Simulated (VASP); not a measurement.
The system is Mn.

```xyz
1
Lattice="-1.3933 1.3933 1.3933 1.3933 -1.3933 1.3933 1.3933 1.3933 -1.3933" Properties=species:S:1:pos:R:3 pbc="T T T"
Mn    0.0000    0.0000    0.0000
```

This isn't the form of Mn at room conditions, which is a 58-atom cubic cell.

Base run:

```yaml
Program: VASP 6.6.1
Functional: revPBE
Dispersion: D3(BJ)
Potentials_or_basis: VASP PAW PBE potentials, release 64 (Mn_pv)
Cutoff: 500 eV
k_mesh: 10 × 10 × 10
Occupations: gaussian, width 0.1 eV
Spin: collinear spin, ferromagnetic start
Starting_moments: "[0.76] μB"
```

Its results: pressure -6.4 GPa; net moment 0.55 μB per cell; site moments Mn +0.56 μB.

Task: The run is repeated on the same cell with these changes: functional from revPBE to RPBE; dispersion from D3(BJ) to none. What comes out?

Result: Pressure 6.3 GPa; net moment 0.59 μB per cell; site moments Mn +0.59 μB.

Several settings changed at once.

Caveats: the PAW data sets were made with another functional, which shifts forces and pressure a little; the cell stands under tension (at least some runs); the cell stands under pressure (at least some runs).
